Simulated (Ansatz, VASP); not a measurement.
**Two plane-wave programs on GaN**

Contents of INCAR:

```
SYSTEM = GaN
ALGO     = Normal         ! electronic algorithm
EDIFF    = 1E-6           ! SCF threshold, eV
ENCUT    = 520            ! plane-wave cutoff, eV
GGA      = PE             ! functional
ISIF     = 2              ! what is computed and relaxed
ISMEAR   = 0              ! smearing method
LASPH    = .True.         ! aspherical terms in the spheres
LCHARG   = .True.         ! write CHGCAR
LELF     = .True.         ! ELF
LREAL    = .False.        ! projectors in reciprocal space
LVHAR    = .True.       
LWAVE    = .False.        ! write WAVECAR
NBANDS   = 26             ! bands
NELM     = 80             ! most SCF steps
PREC     = Accurate       ! precision mode
SIGMA    = 0.05           ! smearing width, eV
```

KPOINTS

```
k-points
0
Gamma
  12 12 6
  0 0 0
```

POSCAR

```
GaN
1.0
    3.1701524782      0.0000000000      0.0000000000
   -1.5850762391      2.7454325800      0.0000000000
    0.0000000000      0.0000000000      5.4003213440
Ga N
2 2
Direct
    0.3333333333      0.6666666667      0.9991316867
    0.6666666667      0.3333333333      0.4991316867
    0.3333333333      0.6666666667      0.3758683133
    0.6666666667      0.3333333333      0.8758683133
```

Input for Ansatz:

```yaml
crystal:
  lattice:
    - [3.1701524782, 0.0, 0.0]
    - [-1.5850762391, 2.74543258, 0.0]
    - [0.0, 0.0, 5.400321344]
  atoms:
    - { symbol: Ga, position: [0.3333333333, 0.6666666667, 0.9991316867] }
    - { symbol: Ga, position: [0.6666666667, 0.3333333333, 0.4991316867] }
    - { symbol: "N", position: [0.3333333333, 0.6666666667, 0.3758683133] }
    - { symbol: "N", position: [0.6666666667, 0.3333333333, 0.8758683133] }
basis:
  ecutwfc: 420
kpoints:
  mp_grid: { grid: [12, 12, 6] }
hamiltonian:
  xc: pbe
scf:
  occupations: { method: gaussian, width: 0.05 }
output:
  forces: true
  stress: true
  eigenvalues: true
```

Change from the starting cell: strain -0.015 along x and y, +0.030 along z, atoms carried along.

Alike in both runs: task single point; functional PBE; k mesh 12 × 12 × 6; occupations gaussian, width 0.05 eV; no spin polarisation.

|  | VASP | Ansatz |
| --- | --- | --- |
| version | VASP 6.6.1 | Ansatz 0.2.0 |
| potentials or method | VASP PAW PBE potentials, release 64 (Ga_d, N), cutoff 520 eV | scalar-relativistic, plane waves, PAW |
| valence electrons in the cell | 36 | 36 |

```tsv
	VASP	Ansatz	Ansatz less VASP
gap on the k mesh at the Fermi level (eV)	1.57	1.56	-0.005
least direct gap on the mesh (eV)	1.57	1.56	-0.005
pressure (GPa)	0.8	0.7	-0.09
traceless stress, the component that is largest in VASP (GPa)	-9.95	-9.98	-0.028
rms of the force components (eV/Å)	0.175	0.178	+0.0034
```

Atom by atom the forces differ by 0.003 eV/Å (rms over components).
